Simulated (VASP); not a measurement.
Set up this calculation in VASP 6.6.1, as the native input.

| Quantity | Value |
| --- | --- |
| Task | single point |
| Functional | BLYP |
| Potentials or basis | VASP PAW PBE potentials, release 64 (Te, Ti_sv) |
| Cutoff | 520 eV |
| k mesh | 8 × 8 × 4 |
| Occupations | fermi-dirac, width 0.05 eV |
| Spin | no spin polarisation |
| Dipole correction | no |
| Further INCAR settings | ALGO = Normal; EDIFF = 1e-06; NBANDS = 19 |

The structure of TiTe2 lies in POSCAR:

```
TiTe2
1.0
    3.9121535841      0.0000000000      0.0000000000
   -1.9560767920      3.3880243873      0.0000000000
    0.0000000000      0.0000000000      9.9618683166
Te Ti
2 1
Direct
    0.3333333333      0.6666666667      0.8289532694
    0.6666666667      0.3333333333      0.1710467306
    0.0000000000      0.0000000000      0.0000000000
```

These files were run (other wordings do the same):

INCAR

```
SYSTEM = TiTe2
AGGAC = 1.0
AGGAX = 1.0
ALDAC = 0.0
ALDAX = 1.0
ALGO = Normal
EDIFF = 1E-6
ENCUT = 520
GGA = B5
ISIF = 2
ISMEAR = -1
LASPH = .TRUE.
LCHARG = .FALSE.
LREAL = .FALSE.
LWAVE = .FALSE.
NBANDS = 19
NELM = 100
PREC = Accurate
SIGMA = 0.05
```

KPOINTS

```
k-points
0
G
  8 8 4
  0 0 0
```

Potentials or basis: VASP PAW PBE potentials, release 64 (Te, Ti_sv).

Run with:

```bash
$ cat potpaw_PBE.64/Te/POTCAR potpaw_PBE.64/Ti_sv/POTCAR > POTCAR
$ mpirun -np 1 vasp_std > vasp.out
```

Results of the run:

| Item | Value |
| --- | --- |
| Pressure | 0.1 GPa |
| Largest force | 0.034 eV/Å |
| Band gap on the k mesh | zero (band 12 reaches 2.76 eV, above the bottom of band 13 at 2.48 eV) |

Caveat: the PAW data sets were made with another functional, which shifts forces and pressure a little; spin-orbit coupling is left out, which moves the levels of the heavy elements.

It took 73 s on 1 thread of Intel(R) Xeon(R) 6975P-C (Granite Rapids) (shared host), peak memory 0.29 GiB.
